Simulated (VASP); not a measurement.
# HW4S8 (a cell with a defect) in VASP: further runs, part 2 of 2

VASP 6.6.1.

### Step 3. Single point, PBE

INCAR reads:

```
  ALGO = Normal
  EDIFF = 1E-7
  ENCUT = 520
  GGA = PE
  ISIF = 2
  ISMEAR = 0
  LASPH = True
  LCHARG = False
  LREAL = False
  LWAVE = False
  NBANDS = 64
  NELECT = 106.0
  NELM = 100
  PREC = Accurate
  SIGMA = 0.02
```

KPOINTS reads:

```
k-points
0
Gamma
  3 3 3
```

POSCAR reads:

```
HW4S8
1.0
    3.1877473260     -5.5213403304      0.0000000000
   -3.1877473260     -5.5213403304      0.0000000000
    0.0000000000     -3.6808935536     -7.4744493696
W S H
4 8 1
Direct
    0.5010872320      0.4904668796      1.0110165480
    0.0042314125      0.4947041006      0.9969579873
    0.4974784165      0.0021389688      0.9903781047
    0.0073616850      0.0020143352      0.9918884500
    0.9064112677      0.9003671877      0.7852718923
    0.3911963043      0.9539244056      0.7567968850
    0.8971065154      0.4094687446      0.7875960768
    0.4075964548      0.4111500614      0.7881460839
    0.7657524310      0.7622816415      0.2035135867
    0.2640342958      0.7646658820      0.2067911526
    0.7728087240      0.2544172610      0.2099329225
    0.2642940318      0.2550498863      0.2088369220
    0.2988153054      0.2152663372      0.6421707824
```

Potentials or basis: VASP PAW PBE potentials, release 64 (W_sv, S, H).

Launch:

```sh
> cat potpaw_PBE.64/W_sv/POTCAR potpaw_PBE.64/S/POTCAR potpaw_PBE.64/H/POTCAR > POTCAR
> mpirun -np 1 vasp_std > vasp.out
```

OUTCAR:

```text
EDIFF = 1E-7
   ENCUT = 520
   GGA = PE
   ISIF = 2
   ISMEAR = 0
   LASPH = True
   LREAL = False
   NELECT = 106.0
   NELM = 100
   PREC = Accurate

 ion  position               nearest neighbor table
   1  0.501  0.490  0.011-  10 2.38  11 2.39  12 2.39   8 2.43   7 2.44   6 2.83   4 3.17   2 3.18
                             3 3.19   3 3.19   2 3.20   4 3.21
   2  0.004  0.495  0.997-   7 2.41   9 2.42   8 2.42  12 2.42  11 2.42   5 2.43   3 3.14   4 3.15
                             1 3.18   1 3.20   4 3.23   3 3.23
   3  0.497  0.002  0.990-   8 2.42  10 2.42   5 2.43  12 2.43   6 2.45   9 2.46   4 3.12   2 3.14
                             1 3.19   1 3.19   2 3.23   4 3.26
   4  0.007  0.002  0.992-   7 2.42  10 2.42  11 2.42   5 2.43   6 2.44   9 2.46   3 3.12   2 3.15
                             1 3.17   1 3.21   2 3.23   3 3.26
   5  0.906  0.900  0.785-   3 2.43   4 2.43   2 2.43
   6  0.391  0.954  0.757-  13 1.51   4 2.44   3 2.45   1 2.83
   7  0.897  0.409  0.788-   2 2.41   4 2.42   1 2.44
   8  0.408  0.411  0.788-   2 2.42   3 2.42   1 2.43
   9  0.766  0.762  0.204-   2 2.42   4 2.46   3 2.46
  10  0.264  0.765  0.207-   1 2.38   4 2.42   3 2.42
  11  0.773  0.254  0.210-   1 2.39   2 2.42   4 2.42
  12  0.264  0.255  0.209-   1 2.39   2 2.42   3 2.43
  13  0.299  0.215  0.642-   6 1.51

  LATTYP: Found a trigonal (rhomboedric) cell.
 ALAT       =     8.3316487403
 COS(alpha) =     0.7072237310

  Lattice vectors:

 A1 = (  -3.1877473260,   1.8404467768,  -7.4744493696)
 A2 = (   3.1877473260,   1.8404467768,  -7.4744493696)
 A3 = (   0.0000000000,  -3.6808935536,  -7.4744493696)

Analysis of symmetry for initial positions (statically):
=====================================================================
 Subroutine PRICEL returns:
 Original cell was already a primitive cell.

 Routine SETGRP: Setting up the symmetry group for a
 trigonal (rhombohedral) supercell.

 Subroutine GETGRP returns: Found  1 space group operations
 (whereof  1 operations were pure point group operations)
 out of a pool of 12 trial point group operations.

The static configuration has the point symmetry C_1 .

Analysis of symmetry for dynamics (positions and initial velocities):
=====================================================================
 Subroutine PRICEL returns:
 Original cell was already a primitive cell.

 Routine SETGRP: Setting up the symmetry group for a
 trigonal (rhombohedral) supercell.

 Subroutine GETGRP returns: Found  1 space group operations
 (whereof  1 operations were pure point group operations)
 out of a pool of 12 trial point group operations.

The dynamic configuration has the point symmetry C_1 .

 Subroutine INISYM returns: Found  1 space group operations
 (whereof  1 operations are pure point group operations),
 and found     1 'primitive' translations

----------------------------------------------------------------------------------------

                                     Primitive cell

[... 82 lines left out ...]
  0.333333  0.333333 -0.333333      2.000000
   k-points           NKPTS =     14   k-points in BZ     NKDIM =     14   number of bands    NBANDS=     64
   number of dos      NEDOS =    301   number of ions     NIONS =     13
   total plane-waves  NPLWV = 147456
   dimension x,y,z NGX =    48 NGY =   48 NGZ =   64
   dimension x,y,z NGXF=    96 NGYF=   96 NGZF=  128
   ions per type =               4   8   1
   NGX,Y,Z   is equivalent  to a cutoff of  12.52, 12.52, 12.77 a.u.
   NGXF,Y,Z  is equivalent  to a cutoff of  25.03, 25.03, 25.54 a.u.
 SYSTEM =  unknown system
   PREC   = accura    normal or accurate (medium, high low for compatibility)
   ISTART =      0    job   : 0-new  1-cont  2-samecut
   ICHARG =      2    charge: 1-file 2-atom 10-const
   ISPIN  =      1    spin polarized calculation?
   LNONCOLLINEAR =      F non collinear calculations
   LSORBIT =      F    spin-orbit coupling
   LASPH  =      T    aspherical Exc in radial PAW
   ENCUT  =  520.0 eV  38.22 Ry    6.18 a.u.  11.85 11.85 15.49*2*pi/ulx,y,z
   NELM   =    100;   NELMIN=  2; NELMDL= -5     # of ELM steps
   EDIFF  = 0.1E-06   stopping-criterion for ELM
   LREAL  =      F    real-space projection
   EDIFFG = 0.1E-05   stopping-criterion for IOM
   NSW    =      0    number of steps for IOM
   IBRION =     -1    ionic relax: 0-MD 1-quasi-New 2-CG
   NFREE  =      0    steps in history (QN), initial steepest desc. (CG)
   ISIF   =      2    stress and relaxation
   ISYM   =      2    0-nonsym 1-usesym 2-fastsym
   POTIM  = 0.5000    time-step for ionic-motion
   TEBEG  =    0.0;   TEEND  =   0.0 temperature during run
   PSTRESS=    0.0 pullay stress
   NELECT =     106.0000    total number of electrons
   NUPDOWN=      -1.0000    fix difference up-down
   EMIN   =  10.00;   EMAX   =-10.00  energy-range for DOS
   EFERMI =   0.00;   METHOD = LEGACY
   ISMEAR =     0;   SIGMA  =   0.02  broadening in eV -4-tet -1-fermi 0-gaus
   EFERMI_NEDOS =   21; number of points for ismear=-14 and -15
   IALGO  =     38    algorithm
   IMIX   =      4    mixing-type and parameters
     AMIX     =   0.40;   BMIX     =  1.00
     AMIX_MAG =   1.60;   BMIX_MAG =  1.00
  volume/ion in A,a.u.               =      20.24       136.58
  Fermi-wavevector in a.u.,A,eV,Ry     =   1.209106  2.284878 19.890853  1.461936
  Thomas-Fermi vector in A             =   2.344693
   LORBIT       =      0    0 simple, 1 ext, 2 COOP (PROOUT), +10 PAW based schemes
   GGA     = PE    functional components
   LHFCALC =     F    Hartree Fock is set to
   AEXX    =    0.0000 exact exchange contribution
   IVDW    =     0    specifies the selected vdW correction
   LEPSILON=     F    determine dielectric tensor
   LRPA    =     F    only Hartree local field effects (RPA)
 non-spin polarized calculation
 Gauss-broadening in eV      SIGMA  =   0.02
  energy-cutoff  :      520.00
  volume of cell :      263.11
 maximum number of plane-waves:      7114
   NGX = 23   NGY = 23   NGZ = 31

 number of electron     106.0000001 magnetization

 Free energy of the ion-electron system (eV)
  ---------------------------------------------------
  ext. energy  EPLUGINS =         0.00000000
  ---------------------------------------------------
  free energy    TOTEN  =       -90.40330792 eV

  energy without entropy =      -90.40330792  energy(sigma->0) =      -90.40330792

 E-fermi :   6.3027     XC(G=0):  -9.6579

 val. band max:        6.1248322609   @ k =   0.0000   0.0000   0.0000
 cond. band min:       6.3984562022   @ k =  -0.3333   0.3333  -0.3333
 fundamental gap:      0.2736239414
 Fermi energy:         6.3026732712

 k-point     1 :       0.0000    0.0000    0.0000
  band No.  band energies     occupation
      1     -69.3166      2.00000
      2     -69.2788      2.00000
      3     -69.2577      2.00000
      4     -68.7597      2.00000
      5     -33.7371      2.00000
      6     -33.6424      2.00000
[... 927 lines left out ...]
     63       8.2022      0.00000
     64       8.2629      0.00000

------------------------ aborting loop because EDIFF is reached ----------------------------------------

  FORCE on cell =-STRESS in cart. coord.  units (eV):
  Direction    XX          YY          ZZ          XY          YZ          ZX
  --------------------------------------------------------------------------------------
  -------------------------------------------------------------------------------------
  Total       10.6290874      9.5302255      9.8826133      0.5492682     -0.3038755      0.1478178
  in kB       64.7245372     58.0331508     60.1789735      3.3447018     -1.8504130      0.9001187
  external PRESSURE =      60.9788872 kB  Pullay stress =       0.0000000 kB

 VOLUME and BASIS-vectors are now :
 -----------------------------------------------------------------------------
  energy-cutoff  :      520.00
  volume of cell :      263.11
      direct lattice vectors                 reciprocal lattice vectors
     3.187747326 -5.521340330  0.000000000     0.156850575 -0.090557722  0.044596373
    -3.187747326 -5.521340330  0.000000000    -0.156850575 -0.090557722  0.044596373
     0.000000000 -3.680893554 -7.474449370     0.000000000  0.000000000 -0.133789120

 POSITION                                       TOTAL-FORCE (eV/Angst)
 -----------------------------------------------------------------------------------
      0.03385     -5.51526     -0.08234         0.035957      0.037275     -0.078991
     -1.56350     -6.42449     -7.45171        -0.009073      0.000239     -0.036999
      1.57902     -6.40403     -7.40253        -0.007400      0.043850      0.052561
      0.01705     -3.70280     -7.41382         0.012943     -0.014259      0.035265
      0.01927    -12.86634     -5.86948         0.003931      0.003130      0.020827
     -1.79384    -10.21256     -5.65664        -0.239738     -0.113868      0.286927
      1.55447    -10.11310     -5.88685        -0.233337      0.055336     -0.128252
     -0.01133     -7.42166     -5.89096        -0.063047     -0.081206     -0.048137
      0.01106     -9.18591     -1.52115        -0.016917     -0.005996      0.005166
     -1.59589     -6.44098     -1.54565         0.008231      0.009744      0.025028
      1.65250     -6.44441     -1.56913         0.049725      0.001016     -0.039032
      0.02947     -3.63618     -1.56094         0.028239      0.056145     -0.038518
      0.26633     -5.20218     -4.79987         0.430486      0.008594     -0.055845
 -----------------------------------------------------------------------------------
    total drift:                                0.000122     -0.000069     -0.000164

  FREE ENERGIE OF THE ION-ELECTRON SYSTEM (eV)
  ---------------------------------------------------
  free  energy   TOTEN  =       -90.4033079214 eV

  energy  without entropy=      -90.4033079214  energy(sigma->0) =      -90.40330792
```

Run time: 4.2 min. Hardware: 1 thread of Intel Xeon 6975P-C (Granite Rapids), shared host; peak memory 0.46 GiB.

Results:

```
Free energy   : -90.4033 eV
Largest force : 0.434 eV/Å
```

Forces in eV/Å, atoms in the order of the input:
```
W    0.036  0.037 -0.079
W   -0.009  0.000 -0.037
W   -0.007  0.044  0.053
W    0.013 -0.014  0.035
S    0.004  0.003  0.021
S   -0.240 -0.114  0.287
S   -0.233  0.055 -0.128
S   -0.063 -0.081 -0.048
S   -0.017 -0.006  0.005
S    0.008  0.010  0.025
S    0.050  0.001 -0.039
S    0.028  0.056 -0.039
H    0.430  0.009 -0.056
```

Caveat: the cell carries a net charge on a neutralising background, which shifts energy and pressure; the cell is charged against a uniform background, so pressure and absolute levels hang on convention; spin-orbit coupling is left out, which moves the levels of the heavy elements.

### Step 4. Single point, PBE

INCAR reads:

```
ALGO = Normal ; EDIFF = 1E-6
ENCUT = 520 ; GGA = PE
ISIF = 2 ; ISMEAR = 0
LASPH = True ; LCHARG = False
LREAL = False ; LWAVE = False
NBANDS = 64 ; NELECT = 106.0
NELM = 100 ; PREC = Accurate
SIGMA = 0.02
```

KPOINTS is that of step 3.

POSCAR reads:

```
HW4S8
1.0
    3.1877473260     -5.5213403304      0.0000000000
   -3.1877473260     -5.5213403304      0.0000000000
    0.0000000000     -3.6808935536     -7.4744493696
W S H
4 8 1
Direct
    0.4904668796      0.5010872320      1.0110165480
    0.0021389688      0.4974784165      0.9903781047
    0.4947041006      0.0042314125      0.9969579873
    0.0020143352      0.0073616850      0.9918884500
    0.9003671877      0.9064112677      0.7852718923
    0.4094687446      0.8971065154      0.7875960768
    0.9539244056      0.3911963043      0.7567968850
    0.4111500614      0.4075964548      0.7881460839
    0.7622816415      0.7657524310      0.2035135867
    0.2544172610      0.7728087240      0.2099329225
    0.7646658820      0.2640342958      0.2067911526
    0.2550498863      0.2642940318      0.2088369220
    0.2152663372      0.2988153054      0.6421707824
```

Launch:

```sh
> cat potpaw_PBE.64/W_sv/POTCAR potpaw_PBE.64/S/POTCAR potpaw_PBE.64/H/POTCAR > POTCAR
> mpirun -np 1 vasp_std > vasp.out
```

Run time: 9 min. Hardware: 1 thread of Oxide Virtual Turin-like, shared host; peak memory 0.43 GiB.

It converged, with:

```
Free energy   : -90.4033 eV
Largest force : 0.434 eV/Å
```

Forces in eV/Å, atoms in the order of the input:
```
W   -0.036  0.037 -0.079
W    0.007  0.044  0.053
W    0.009  0.000 -0.037
W   -0.013 -0.014  0.035
S   -0.004  0.003  0.021
S    0.233  0.055 -0.128
S    0.240 -0.114  0.287
S    0.063 -0.081 -0.048
S    0.017 -0.006  0.005
S   -0.050  0.001 -0.039
S   -0.008  0.010  0.025
S   -0.028  0.056 -0.039
H   -0.431  0.009 -0.056
```

Levels at points of the mesh, in eV from the Fermi level:
| k point | band 50 | band 51 | band 52 | band 53 | band 54 | band 55 | band 56 | band 57 |
| --- | --- | --- | --- | --- | --- | --- | --- | --- |
| (0.00, 0.00, 0.00) | -2.45 | -2.28 | -2.04 | -0.16 | 1.11 | 1.16 | 1.18 | 1.26 |

Caveat: the cell carries a net charge on a neutralising background, which shifts energy and pressure; the cell is charged against a uniform background, so pressure and absolute levels hang on convention; spin-orbit coupling is left out, which moves the levels of the heavy elements.

### Step 5. Single point, PBE

INCAR reads:

```
  ALGO = Normal
  EDIFF = 1E-7
  ENCUT = 520
  GGA = PE
  ISIF = 2
  ISMEAR = 0
  LASPH = T
  LCHARG = F
  LREAL = F
  LWAVE = F
  NBANDS = 64
  NELECT = 106.0
  NELM = 60
  PREC = Accurate
  SIGMA = 0.02
```

KPOINTS is that of step 4.

POSCAR reads:

```
HW4S8
1.0
    3.1877473260     -5.5213403304      0.0000000000
   -3.1877473260     -5.5213403304      0.0000000000
    0.0000000000     -3.6808935536     -7.4744493696
W S H
4 8 1
Direct
    0.4954032075      0.5006435852      1.0072463706
    0.0027061086      0.4973814510      0.9923395869
    0.4959338307      0.0040341160      0.9953055579
    0.0021753686      0.0048132815      0.9936107174
    0.9018468961      0.9049977104      0.7856578739
    0.4035086965      0.9093587012      0.7827325748
    0.9388353555      0.3939204603      0.7673809422
    0.4087475678      0.4078415989      0.7863360509
    0.7621212690      0.7646079781      0.2044121145
    0.2583203886      0.7697762329      0.2087538390
    0.7658576984      0.2626641150      0.2075134800
    0.2594614693      0.2636349494      0.2078575856
    0.2365622282      0.2789354110      0.6401505667
```

Launch:

```sh
> cat potpaw_PBE.64/W_sv/POTCAR potpaw_PBE.64/S/POTCAR potpaw_PBE.64/H/POTCAR > POTCAR
> mpirun -np 1 vasp_std > vasp.out
```

It took 14 min on 1 thread of Oxide Virtual Turin-like, shared host; peak memory 0.44 GiB.

The run converged. Its results:

```
Free energy   : -90.2305 eV
Largest force : 0.585 eV/Å
```

Forces in eV/Å, atoms in the order of the input:
```
W   -0.051  0.006 -0.040
W    0.011  0.032  0.061
W    0.013 -0.013 -0.040
W   -0.005 -0.014  0.024
S   -0.010 -0.001  0.015
S    0.299  0.103 -0.208
S    0.347 -0.146  0.321
S    0.049 -0.041 -0.019
S   -0.003 -0.005  0.000
S   -0.033 -0.005 -0.027
S   -0.017  0.005  0.020
S   -0.024  0.026 -0.011
H   -0.575  0.052 -0.096
```

Levels at points of the mesh, in eV from the Fermi level:
| k point | band 50 | band 51 | band 52 | band 53 | band 54 | band 55 | band 56 | band 57 |
| --- | --- | --- | --- | --- | --- | --- | --- | --- |
| (0.00, 0.00, 0.00) | -2.56 | -2.47 | -2.16 | -0.08 | 0.99 | 1.11 | 1.15 | 1.17 |

Caveat: the cell carries a net charge on a neutralising background, which shifts energy and pressure; the cell is charged against a uniform background, so pressure and absolute levels hang on convention; spin-orbit coupling is left out, which moves the levels of the heavy elements.
